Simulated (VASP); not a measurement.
Set up this calculation in VASP 6.6.1, as the native input.

```
Task                   : electric field gradients
Functional             : LDA
Potentials or basis    : VASP PAW LDA potentials, release 64 (Al, Ru_pv)
Cutoff                 : 520 eV
k mesh                 : 12 × 12 × 12
Occupations            : fermi-dirac, width 0.05 eV
Spin                   : no spin polarisation
Dipole correction      : no
Further INCAR settings : ALGO = Normal; EDIFF = 1e-08; NBANDS = 16
```

The structure of AlRu lies in POSCAR:

```
AlRu
1.0
    2.9916000000      0.0000000000      0.0000000000
    0.0000000000      2.9916000000      0.0000000000
    0.0000000000      0.0000000000      2.9916000000
Al Ru
1 1
Direct
    0.0000000000      0.0000000000      0.0000000000
    0.5000000000      0.5000000000      0.5000000000
```

The input as run:

INCAR

```
SYSTEM = AlRu
ALGO     = Normal         ! electronic algorithm
EDIFF    = 1E-8           ! SCF threshold, eV
ENCUT    = 520            ! plane-wave cutoff, eV
ISIF     = 2              ! what is computed and relaxed
ISMEAR   = -1             ! smearing method
LASPH    = .True.         ! aspherical terms in the spheres
LCHARG   = .False.        ! write CHGCAR
LEFG     = .True.       
LREAL    = .False.        ! projectors in reciprocal space
LWAVE    = .False.        ! write WAVECAR
NBANDS   = 16             ! bands
NELM     = 80             ! most SCF steps
PREC     = Accurate       ! precision mode
SIGMA    = 0.05           ! smearing width, eV
```

KPOINTS

```
k-points
0
Gamma
  12 12 12
  0 0 0
```

Potentials or basis: VASP PAW LDA potentials, release 64 (Al, Ru_pv).

The run is started by

```sh
$ cat potpaw_LDA.64/Al/POTCAR potpaw_LDA.64/Ru_pv/POTCAR > POTCAR
$ mpirun -np 1 vasp_std > vasp.out
```

Results of the run:

```
Pressure                                : -7.7 GPa
Band gap on the k mesh                  : zero (an odd number of electrons rules out a gap without spin polarisation)
Largest electric field gradient by atom : zero within the noise of the run
```

Caveat: the cell stands under tension.

Run time: 45 s on 1 thread of AMD EPYC 7R43 64-Core Processor (Zen 3), with other jobs on the host, peak memory 0.12 GiB.
